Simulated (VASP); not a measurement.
## Te: single point with HSE06

Te:

```xyz
3
Lattice="4.2079 0.0000 0.0000 -2.1040 3.6441 0.0000 0.0000 0.0000 5.9487" Properties=species:S:1:pos:R:3 pbc="T T T"
Te    1.1970    0.0000    1.9829
Te   -0.5985    1.0366    3.9658
Te    1.5054    2.6075    0.0000
```

This cell differs from its parent crystal: biaxial xy strain -5.9%.

| Quantity | Value |
| --- | --- |
| Program | VASP 6.6.1 |
| Task | single point |
| Functional | HSE06 |
| Potentials or basis | VASP PAW PBE potentials, release 64 (Te) |
| Cutoff | 520 eV |
| k mesh | 6 × 6 × 4 |
| Occupations | fermi-dirac, width 0.02 eV |
| Spin | no spin polarisation |

- Pressure: 3.1 GPa
- Largest force: 0.234 eV/Å
- Band gap on the k mesh: 0.24 eV

Forces on the atoms (eV/Å):
```
Te  -0.234  0.000  0.000
Te   0.117 -0.203  0.000
Te   0.117  0.203  0.000
```

Stress tensor (GPa, compression positive):
```
3.39 0.00 0.00
0.00 3.39 0.00
0.00 0.00 2.41
```

Levels at points of the mesh, in eV from the valence-band top:
```csv
k point,band 6,band 7,band 8,band 9,band 10,band 11,band 12,band 13
"(0.00, 0.00, 0.00)",-2.78,-1.96,-1.96,-1.31,1.48,1.48,2.44,5.34
"(0.50, 0.00, 0.00)",-4.81,-4.52,-0.96,-0.84,0.96,0.99,2.77,4.69
"(0.00, 0.00, 0.50)",-3.00,-1.50,-0.92,-0.92,0.61,0.89,0.89,4.02
"(0.50, 0.00, 0.50)",-4.19,-3.21,-2.95,-0.48,0.55,2.56,3.37,4.76
```

Run time: 20 min on 4 MPI ranks on Intel(R) Xeon(R) Platinum 8259CL CPU @ 2.50GHz (Skylake/Cascade Lake) (shared host), peak memory 0.34 GiB a rank.

Caveat: the cell differs from its parent crystal (biaxial xy strain -5.9%); the cell stands under pressure; the PAW data sets were made with another functional, which shifts forces and pressure a little; spin-orbit coupling is left out, which moves the levels of the heavy elements. A k mesh can miss the band edges.
